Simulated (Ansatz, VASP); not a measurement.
# AlN in VASP and in Ansatz

```
Al N
1.0
     3.09863    0.00000    0.00000
    -1.54931    2.68349    0.00000
     0.00000    0.00000    4.96730
Al N
2 2
Direct
  0.33333 0.66667 0.99923
  0.66667 0.33333 0.49923
  0.33333 0.66667 0.38077
  0.66667 0.33333 0.88077
```

Alike in both runs: task single point; functional PBE; k mesh 9 × 9 × 4; no spin polarisation.

```csv
,VASP,Ansatz
version,VASP 6.6.1,Ansatz 0.2.0
potentials or method,"VASP PAW PBE potentials, release 64 (Al, N)","plane waves, PAW"
plane-wave cutoff (eV),520,420
occupations,"gaussian, width 0.01 eV",fixed
valence electrons in the cell,16,16
```

VASP gave:

| Quantity | Value |
| --- | --- |
| gap on the k mesh at the Fermi level (eV) | 4.31 |
| pressure (GPa) | 6.0 |
| traceless stress, the component that is largest in VASP (GPa) | -0.24 |
| rms of the force components (eV/Å) | 0.006 |

Problem. Which values does Ansatz return?

Solution. gap on the k mesh at the Fermi level (eV): 4.30; pressure (GPa): 6.3; traceless stress, the component that is largest in VASP (GPa): -0.28; rms of the force components (eV/Å): 0.007.

Atom by atom the forces differ by 0.000 eV/Å (rms over components).
